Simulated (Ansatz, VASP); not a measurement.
# Si in VASP and in Ansatz

```
Si
1.0
     4.14479    0.00000    0.00000
    -2.07240    3.58950    0.00000
     0.00000    0.00000    7.19733
Si
6
Cartesian
  -1.0378 2.9922 5.9978
  0.0000 1.1946 3.5987
  1.0378 2.9922 1.1996
  3.1102 0.5973 5.9978
  2.0724 2.3948 3.5987
  1.0346 0.5973 1.1996
```

Alike in both runs: functional PBE; k mesh 12 × 12 × 6; occupations gaussian, width 0.1 eV; no spin polarisation.

Ansatz relaxed the structure, and its values are those at the end. VASP's run is a single point on that final structure, the one shown.

|  | VASP | Ansatz |
| --- | --- | --- |
| version | VASP 6.6.1 | Ansatz 0.2.0 |
| potentials or method | VASP PAW PBE potentials, release 64 (Si), cutoff 520 eV | scalar-relativistic, plane waves, PAW |
| valence electrons in the cell | 24 | 24 |

Ansatz gave:

```
gap on the k mesh at the Fermi level (eV) : none
pressure (GPa)                            : 0.0
```

Q: What did VASP give for the same quantities?

A: gap on the k mesh at the Fermi level (eV): none; pressure (GPa): -0.1.

A gap of «none» marks a metal or a gap that the smearing closes. The functional is the same, so the differences come from potentials, cutoffs and numerics.
